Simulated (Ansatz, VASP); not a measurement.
**Ga2P: VASP beside Ansatz**

The input INCAR:

```
SYSTEM = Ga2P
ALGO     = Normal         ! electronic algorithm
EDIFF    = 1E-6           ! SCF threshold, eV
EDIFFG   = -0.01          ! ionic threshold
ENCUT    = 600            ! plane-wave cutoff, eV
GGA      = PE             ! functional
IBRION   = 2              ! ionic algorithm
ISIF     = 3              ! what is computed and relaxed
ISMEAR   = 0              ! smearing method
LASPH    = .True.         ! aspherical terms in the spheres
LCHARG   = .False.        ! write CHGCAR
LREAL    = .False.        ! projectors in reciprocal space
LWAVE    = .False.        ! write WAVECAR
NELM     = 100            ! most SCF steps
NSW      = 100            ! ionic steps
PREC     = Accurate       ! precision mode
SIGMA    = 0.1            ! smearing width, eV
```

The input KPOINTS:

```
k-points
0
Gamma
  12 12 12
  0 0 0
```

Contents of POSCAR:

```
Ga2P
1.0
    0.0000000000      3.1383494215      3.1383494215
    3.1383494215      0.0000000000      3.1383494215
    3.1383494215      3.1383494215      0.0000000000
Ga P
2 1
Direct
    0.5000000000      0.5000000000      0.5000000000
    0.2500000000      0.2500000000      0.2500000000
    0.0000000000      0.0000000000      0.0000000000
```

Input for Ansatz:

```yaml
crystal:
  lattice:
    - [0.0, 3.1383494215, 3.1383494215]
    - [3.1383494215, 0.0, 3.1383494215]
    - [3.1383494215, 3.1383494215, 0.0]
  atoms:
    - { symbol: Ga, position: [0.5, 0.5, 0.5] }
    - { symbol: Ga, position: [0.25, 0.25, 0.25] }
    - { symbol: P, position: [0.0, 0.0, 0.0] }
basis:
  ecutwfc: 420
kpoints:
  mp_grid: { grid: [12, 12, 12] }
hamiltonian:
  xc: pbe
scf:
  occupations: { method: gaussian, width: 0.1 }
output:
  forces: true
  stress: true
  eigenvalues: true
  write_density: true
  write_potential: true
  elf: true
  volumetric_format: npy
relax:
  adjacent_minimum: "off"
  f_tol: 0.01
  max_steps: 80
  cell: { stress_tol: 0.05 }
```

Alike in both runs: task relaxation of cell and atoms; functional PBE; k mesh 12 × 12 × 12; occupations gaussian, width 0.1 eV; no spin polarisation.

```csv
,VASP,Ansatz
version,VASP 6.6.1,Ansatz 0.2.0
potentials or method,"VASP PAW PBE potentials, release 64 (Ga_d, P), cutoff 600 eV","scalar-relativistic, plane waves, PAW"
valence electrons in the cell,31,31
```

Ansatz gave:

* gap on the k mesh at the Fermi level, each at its own relaxed structure (eV): none
* relaxed volume (Å³/atom): 20.41
* relaxed cell length with the largest relative difference (Å): 4.424

Task: Which values does VASP return?

Result: gap on the k mesh at the Fermi level, each at its own relaxed structure (eV): none; relaxed volume (Å³/atom): 20.42; relaxed cell length with the largest relative difference (Å): 4.425.

A gap of «none» marks a metal or a gap that the smearing closes.
